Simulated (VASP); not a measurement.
# CrRu (P-6m2) in VASP: a series of runs

The runs below take CrRu through single point, with LDA.

All numbers are computed with VASP 6.6.1; they aren't measurements. Logs are shortened: lines on timing, memory, paths and dates and some standing lists are left out, and cuts for length are marked.

### 1 The cell of the first run

Symmetry: P-6m2, No. 187, hexagonal system. Conventional cell: a = 2.664 Å, b = 2.664 Å, c = 4.218 Å, α = 90.00°, β = 90.00°, γ = 120.00°. Cr (site symmetry -6m2) has 6 Ru at 2.61 Å and 6 Cr at 2.66 Å within 3.4 Å. Within 3.4 Å of Ru (site symmetry -6m2) lie 6 Cr at 2.61 Å and 6 Ru at 2.66 Å.

### 2 Single point, LDA, collinear spin, ferromagnetic start

INCAR reads:

```
SYSTEM = CrRu
PREC = Accurate ; ENCUT = 520
EDIFF = 1E-6 ; ISMEAR = -1
SIGMA = 0.1 ; LREAL = .FALSE.
LASPH = .TRUE. ; NELM = 150
ALGO = Normal ; ISIF = 2
LWAVE = .FALSE. ; LCHARG = .TRUE.
ISPIN = 2 ; MAGMOM = 3 1.5
LORBIT = 11 ; LMAXMIX = 4
LELF = .TRUE. ; LVHAR = .TRUE.
NBANDS = 24
```

KPOINTS reads:

```
Automatic mesh
0
G
  12 12 7
  0 0 0
```

POSCAR reads:

```
CrRu
1.0
    2.6637476213      0.0000000000      0.0000000000
   -1.3318738107      2.3068731093      0.0000000000
    0.0000000000      0.0000000000      4.2180140000
Cr Ru
1 1
Direct
    0.6666666667      0.3333333333      0.0000000000
    0.3333333333      0.6666666667      0.5000000000
```

Potentials or basis: VASP PAW LDA potentials, release 64 (Cr_pv, Ru_pv).

Run with:

```sh
$ cat potpaw_LDA.64/Cr_pv/POTCAR potpaw_LDA.64/Ru_pv/POTCAR > POTCAR
$ mpirun -np 1 vasp_std > vasp.out
```

OUTCAR:

```text
SYSTEM = CrRu
   PREC = Accurate
   ENCUT = 520
   EDIFF = 1E-6
   ISMEAR = -1
   LREAL = .FALSE.
   LASPH = .TRUE.
   NELM = 150
   ISIF = 2
   ISPIN = 2
   LORBIT = 11

 ion  position               nearest neighbor table
   1  0.667  0.333  0.000-   2 2.61   2 2.61   2 2.61   2 2.61   2 2.61   2 2.61
   2  0.333  0.667  0.500-   1 2.61   1 2.61   1 2.61   1 2.61   1 2.61   1 2.61

  LATTYP: Found a hexagonal cell.
 ALAT       =     2.6637476213
 C/A-ratio  =     1.5834886032

  Lattice vectors:

 A1 = (   2.6637476213,   0.0000000000,   0.0000000000)
 A2 = (  -1.3318738107,   2.3068731093,   0.0000000000)
 A3 = (   0.0000000000,   0.0000000000,   4.2180140000)

Analysis of symmetry for initial positions (statically):
=====================================================================
 Subroutine PRICEL returns:
 Original cell was already a primitive cell.

 Routine SETGRP: Setting up the symmetry group for a
 hexagonal supercell.

 Subroutine GETGRP returns: Found 12 space group operations
 (whereof 12 operations were pure point group operations)
 out of a pool of 24 trial point group operations.

The static configuration has the point symmetry D_3h.

Analysis of symmetry for dynamics (positions and initial velocities):
=====================================================================
 Subroutine PRICEL returns:
 Original cell was already a primitive cell.

 Routine SETGRP: Setting up the symmetry group for a
 hexagonal supercell.

 Subroutine GETGRP returns: Found 12 space group operations
 (whereof 12 operations were pure point group operations)
 out of a pool of 24 trial point group operations.

The dynamic configuration has the point symmetry D_3h.

Analysis of structural, dynamic, and magnetic symmetry:
=====================================================================
 Subroutine PRICEL returns:
 Original cell was already a primitive cell.

 Routine SETGRP: Setting up the symmetry group for a
 hexagonal supercell.

 Subroutine GETGRP returns: Found 12 space group operations
 (whereof 12 operations were pure point group operations)
 out of a pool of 24 trial point group operations.

The overall configuration has the point symmetry D_3h.

 Subroutine INISYM returns: Found 12 space group operations
 (whereof 12 operations are pure point group operations),
 and found     1 'primitive' translations

----------------------------------------------------------------------------------------

                                     Primitive cell

  volume of cell :      25.9194

  direct lattice vectors                    reciprocal lattice vectors
[... 107 lines left out ...]
     AMIX_MAG =   1.60;   BMIX_MAG =  1.00
  volume/ion in A,a.u.               =      12.96        87.46
  Fermi-wavevector in a.u.,A,eV,Ry     =   1.638794  3.096871 36.540426  2.685646
  Thomas-Fermi vector in A             =   2.729707
   LORBIT       =     11    0 simple, 1 ext, 2 COOP (PROOUT), +10 PAW based schemes
   GGA     = CA    functional components
   LHFCALC =     F    Hartree Fock is set to
   AEXX    =    0.0000 exact exchange contribution
   IVDW    =     0    specifies the selected vdW correction
   LEPSILON=     F    determine dielectric tensor
   LRPA    =     F    only Hartree local field effects (RPA)
 spin polarized calculation
  energy-cutoff  :      520.00
  volume of cell :       25.92
 maximum number of plane-waves:       717
 NGX is ok and might be reduce to    20
   NGX =  9   NGY =  9   NGZ = 15

 number of electron      25.9999997 magnetization       0.0003926

 Free energy of the ion-electron system (eV)
  ---------------------------------------------------
  ext. energy  EPLUGINS =         0.00000000
  ---------------------------------------------------
  free energy    TOTEN  =       -21.00742767 eV

  energy without entropy =      -20.92346827  energy(sigma->0) =      -20.96544797

 E-fermi :  11.1202     XC(G=0): -14.0016

 val. band max:       11.1179024737   @ k =   0.0833   0.0000   0.0000
 cond. band min:      11.1390790103   @ k =   0.3333   0.3333   0.0000
 fundamental gap:      0.0211765367
 Fermi energy:        11.1201990549

 spin component 1

 k-point     1 :       0.0000    0.0000    0.0000
  band No.  band energies     occupation
      1     -31.8635      1.00000
      2     -31.0987      1.00000
      3     -31.0987      1.00000
      4     -30.8977      1.00000
      5     -30.8977      1.00000
      6     -30.8826      1.00000
[... 637 lines left out ...]
     23      27.0597      0.00000
     24      27.4837      0.00000

 [... further k-points ...]

 spin component 2

 k-point     1 :       0.0000    0.0000    0.0000
  band No.  band energies     occupation
      1     -31.8634      1.00000
      2     -31.0983      1.00000
      3     -31.0983      1.00000
      4     -30.8977      1.00000
      5     -30.8977      1.00000
      6     -30.8825      1.00000
[... 637 lines left out ...]
     23      27.0598      0.00000
     24      27.4838      0.00000

 [... further k-points ...]
[... 5 lines left out ...]
  --------------------------------------------------------------------------------------
  -------------------------------------------------------------------------------------
  Total       -2.5625971     -2.5625971     -3.0287936      0.0000000      0.0000000      0.0000000
  in kB     -158.4039901   -158.4039901   -187.2213868      0.0000000      0.0000000      0.0000000
  external PRESSURE =    -168.0097890 kB  Pullay stress =       0.0000000 kB

 VOLUME and BASIS-vectors are now :
 -----------------------------------------------------------------------------
  energy-cutoff  :      520.00
  volume of cell :       25.92
      direct lattice vectors                 reciprocal lattice vectors
     2.663747621  0.000000000  0.000000000     0.375410941  0.216743608  0.000000000
    -1.331873811  2.306873109  0.000000000     0.000000000  0.433487215  0.000000000
     0.000000000  0.000000000  4.218014000     0.000000000  0.000000000  0.237078398

 POSITION                                       TOTAL-FORCE (eV/Angst)
 -----------------------------------------------------------------------------------
      1.33187      0.76896      0.00000         0.000000      0.000000      0.000000
     -0.00000      1.53792      2.10901         0.000000      0.000000      0.000000
 -----------------------------------------------------------------------------------
    total drift:                                0.000000     -0.000000     -0.000000

  FREE ENERGIE OF THE ION-ELECTRON SYSTEM (eV)
  ---------------------------------------------------
  free  energy   TOTEN  =       -21.0074276664 eV

  energy  without entropy=      -20.9234682664  energy(sigma->0) =      -20.96544797

 total charge

# of ion       s       p       d       tot
------------------------------------------
    1        0.395   6.330   4.176  10.901
    2        0.430   6.310   6.002  12.742
--------------------------------------------------
tot          0.825  12.641  10.178  23.643

 magnetization (x)

# of ion       s       p       d       tot
------------------------------------------
    1        0.000   0.000   0.000   0.000
    2       -0.000   0.000  -0.000  -0.000
--------------------------------------------------
tot          0.000   0.000   0.000   0.000
```

OSZICAR:

```text
N       E                     dE             d eps       ncg     rms          rms(c)
DAV:   1     0.268460451799E+03    0.26846E+03   -0.14757E+04  7312   0.127E+03
DAV:   2    -0.149812191934E+02   -0.28344E+03   -0.27274E+03  7592   0.392E+02
DAV:   3    -0.224670798759E+02   -0.74859E+01   -0.74273E+01  9560   0.724E+01
DAV:   4    -0.225218453671E+02   -0.54765E-01   -0.54736E-01  7504   0.652E+00
DAV:   5    -0.225224062636E+02   -0.56090E-03   -0.56089E-03  8064   0.625E-01    0.211E+01
DAV:   6    -0.280969462177E+02   -0.55745E+01   -0.63922E+01  8248   0.522E+01    0.300E+01
DAV:   7    -0.214635838920E+02    0.66334E+01   -0.79670E+01  8432   0.424E+01    0.761E+00
DAV:   8    -0.210217571369E+02    0.44183E+00   -0.21147E+00  8168   0.893E+00    0.275E+00
DAV:   9    -0.210102394772E+02    0.11518E-01   -0.61022E-02  8592   0.208E+00    0.129E+00
DAV:  10    -0.210072274235E+02    0.30121E-02   -0.93221E-03  8792   0.712E-01    0.888E-01
DAV:  11    -0.210072112179E+02    0.16206E-04   -0.11523E-02  8624   0.860E-01    0.173E-01
DAV:  12    -0.210074002763E+02   -0.18906E-03   -0.11093E-03  8448   0.239E-01    0.455E-02
DAV:  13    -0.210074241606E+02   -0.23884E-04   -0.73634E-05  7992   0.540E-02    0.190E-02
DAV:  14    -0.210074262997E+02   -0.21390E-05   -0.11423E-05  8264   0.246E-02    0.979E-03
DAV:  15    -0.210074273800E+02   -0.10803E-05   -0.28699E-06  4056   0.135E-02    0.350E-03
DAV:  16    -0.210074276664E+02   -0.28640E-06   -0.12850E-06  4272   0.792E-03
   1 F= -.21007428E+02 E0= -.20965448E+02  d E =-.839594E-01  mag=     0.0001
```

stdout:

```text
POSCAR found type information on POSCAR CrRu
 POSCAR found :  2 types and       2 ions
 scaLAPACK will be used
 LDA part: xc-table for (Slater(with rela. corr.)+CA(PZ))
 , standard interpolation
 POSCAR, INCAR and KPOINTS ok, starting setup
 FFT: planning ... GRIDC
 FFT: planning ... GRID_SOFT
 FFT: planning ... GRID
 WAVECAR not read
 entering main loop
```

Run time: 61 s. Hardware: 1 thread of Intel Xeon Platinum 8488C (Sapphire Rapids), shared host; peak memory 0.18 GiB.

Results:

```
Free energy                                           : -21.0074 eV
Pressure                                              : -16.8 GPa
Band gap on the k mesh                                : zero (filled and empty bands overlap)
Net moment                                            : 0.00 μB per cell
Valence electrons inside the program's atomic spheres : Cr 10.90; Ru 12.74
```

Caveat: the cell stands under tension; an empty level that is flat over the whole mesh can mark a ghost state of the potentials, or a narrow d or f band; the moments typed at the start vanished in this run.

### 3 Single point, LDA, non-collinear spin, typed start

INCAR reads:

```
ALGO     = Normal         # electronic algorithm
EDIFF    = 1E-6           # SCF threshold, eV
ENCUT    = 520            # plane-wave cutoff, eV
GGA      = CA             # functional
ISIF     = 2              # what is computed and relaxed
ISMEAR   = -1             # smearing method
LASPH    = T              # aspherical terms in the spheres
LCHARG   = F              # write CHGCAR
LMAXMIX  = 4              # l up to which the mixer works
LNONCOLLINEAR= T              # non-collinear magnetism
LORBIT   = 11             # projections on sites
LREAL    = F              # projectors in reciprocal space
LWAVE    = F              # write WAVECAR
MAGMOM   = 0 0 3 0 0 1.5  # initial moments
NBANDS   = 38             # bands
NELM     = 150            # most SCF steps
PREC     = Accurate       # precision mode
SIGMA    = 0.1            # smearing width, eV
```

KPOINTS reads:

```
k-points
0
Gamma
  12 12 7
```

POSCAR is that of step 2.

Potentials or basis: VASP PAW LDA potentials, release 64 (Cr_pv, Ru_pv).

Run with:

```sh
$ cat potpaw_LDA.64/Cr_pv/POTCAR potpaw_LDA.64/Ru_pv/POTCAR > POTCAR
$ mpirun -np 1 vasp_ncl > vasp.out
```

Run time: 7.4 min. Hardware: 1 thread of Intel Xeon Platinum 8488C (Sapphire Rapids), shared host; peak memory 0.38 GiB.

It converged, with:

- Free energy: -21.0074 eV
- Pressure: -16.8 GPa
- Band gap on the k mesh: zero (bands 26 and 27 overlap by 2.24 eV)
- Net moment: 0.00 μB per cell
- Valence electrons inside the program's atomic spheres: Cr 10.90; Ru 12.74

Stress tensor (GPa, compression positive):
```
-15.84   0.00   0.00
  0.00 -15.84   0.00
  0.00   0.00 -18.72
```

Levels at points of the mesh, in eV from the Fermi level:
```
           k point  band 22  band 23  band 24  band 25  band 26  band 27  band 28  band 29  band 30  band 31
(0.00, 0.00, 0.00)    -0.91    -0.31    -0.31    -0.31    -0.31    -0.14    -0.14    -0.13    -0.13     1.36
(0.50, 0.00, 0.00)    -1.31    -0.76    -0.76    -0.21    -0.21     2.04     2.04     2.36     2.36     2.40
```

Moments on the atoms (μB; x, y, z):
```
Cr  0.00 0.00 0.00
Ru  0.00 0.00 0.00
```

Caveat: the cell stands under tension.

The gap in the log of VASP goes by the Fermi energy; the results here count the filled bands.